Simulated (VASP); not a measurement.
A run of VASP 6.6.1 is set up as follows.

The input POSCAR:

```
BaMg2Re2
1.0
    4.5531280000      0.0000000000      0.0000000000
    0.0000000000      4.5531280000      0.0000000000
    0.0000000000      0.0000000000     11.0276760000
Re Mg Ba
4 4 2
Direct
    0.0000000000      0.5000000000      0.8670000000
    0.5000000000      0.0000000000      0.1330000000
    0.0000000000      0.0000000000      0.5000000000
    0.5000000000      0.5000000000      0.5000000000
    0.0000000000      0.0000000000      0.0000000000
    0.5000000000      0.5000000000      0.0000000000
    0.0000000000      0.5000000000      0.6310000000
    0.5000000000      0.0000000000      0.3690000000
    0.0000000000      0.5000000000      0.2530000000
    0.5000000000      0.0000000000      0.7470000000
```

File INCAR.step1:

```
SYSTEM = BaMg2Re2
PREC = Accurate
ENCUT = 520
ISMEAR = -1
SIGMA = 0.1
LREAL = .False.
LASPH = .True.
NELM = 100
NBANDS = 39
GGA = PE
ALGO = Normal
EDIFF = 1E-4
LWAVE = .True.
LCHARG = .False.
```

Contents of INCAR.step2:

```
SYSTEM = BaMg2Re2
PREC = Accurate
ENCUT = 520
EDIFF = 1E-7
ISMEAR = -1
SIGMA = 0.1
LREAL = .False.
LASPH = .True.
NELM = 100
ALGO = Normal
ISIF = 2
LWAVE = .False.
LCHARG = .False.
METAGGA = R2SCAN
LMIXTAU = .True.
NBANDS = 39
ISTART = 1
```

The input KPOINTS:

```
Automatic mesh
0
Gamma
  4 4 2
  0 0 0
```

Potentials or basis: VASP PAW PBE potentials, release 64 (Re, Mg, Ba_sv).

The run is started by

```bash
$ cat potpaw_PBE.64/Re/POTCAR potpaw_PBE.64/Mg/POTCAR potpaw_PBE.64/Ba_sv/POTCAR > POTCAR
$ cp INCAR.step1 INCAR
$ mpirun -np 1 vasp_std > vasp.out
$ cp INCAR.step2 INCAR
$ mpirun -np 1 vasp_std > vasp.out
```

**Question.** What does it give for the pressure?

**Answer.** 1.0 GPa.

**Question.** What does it give for the band gap on the k mesh?

**Answer.** Zero (bands 28 and 29 overlap by 0.41 eV).

**Question.** Predict the largest force.

**Answer.** 0.566 eV/Å.

Forces in eV/Å, atoms in the order of the input:
```
Re   0.000  0.000  0.566
Re   0.000  0.000 -0.566
Re   0.000  0.000  0.000
Re   0.000  0.000  0.000
Mg   0.000  0.000  0.000
Mg   0.000  0.000  0.000
Mg   0.000  0.000 -0.137
Mg   0.000  0.000  0.137
Ba   0.000  0.000 -0.247
Ba   0.000  0.000  0.247
```

Caveat: the stress differs along the axes, from -2 to 8 GPa; the PAW data sets were made with another functional, which shifts forces and pressure a little; spin-orbit coupling is left out, which moves the levels of the heavy elements.
